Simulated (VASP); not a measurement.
Write the native input for VASP 6.6.1 that does the following.

```yaml
Task: single point
Functional: PBEsol
Potentials_or_basis: VASP PAW PBE potentials, release 64 (Cd, Se)
Cutoff: 500 eV
k_mesh: 6 × 6 × 6
Occupations: gaussian, width 0.01 eV
Spin: no spin polarisation
Dipole_correction: no
Further_INCAR_settings: ALGO = Normal; EDIFF = 1e-06; NBANDS = 16
```

The structure of CdSe lies in POSCAR:

```
CdSe
1.0
    0.0000000000      3.0415805977      3.0415805977
    3.0415805977      0.0000000000      3.0415805977
    3.0415805977      3.0415805977      0.0000000000
Cd Se
1 1
Direct
    0.0000000000      0.0000000000      0.0000000000
    0.7500000000      0.7500000000      0.7500000000
```

The input as run:

INCAR

```
SYSTEM = CdSe
PREC = Accurate
ENCUT = 500
EDIFF = 1E-6
ISMEAR = 0
SIGMA = 0.01
LREAL = .FALSE.
LASPH = .TRUE.
NELM = 120
ALGO = Normal
ISIF = 2
LWAVE = .FALSE.
LCHARG = .TRUE.
GGA = PS
LELF = .TRUE.
LVHAR = .TRUE.
NBANDS = 16
GGA_COMPAT = .FALSE.
```

KPOINTS

```
Automatic mesh
0
G
  6 6 6
  0 0 0
```

Potentials or basis: VASP PAW PBE potentials, release 64 (Cd, Se).

The run is started by

```sh
$ cat potpaw_PBE.64/Cd/POTCAR potpaw_PBE.64/Se/POTCAR > POTCAR
$ mpirun -np 1 vasp_std > vasp.out
```

Results of the run:

| Item | Value |
| --- | --- |
| Pressure | 0.3 GPa |
| Band gap on the k mesh | 0.48 eV |

Caveat: the PAW data sets were made with another functional, which shifts forces and pressure a little.

It took 14 s on 1 thread of Intel(R) Xeon(R) Platinum 8259CL CPU @ 2.50GHz (Skylake/Cascade Lake), with other jobs on the host, peak memory 0.18 GiB.
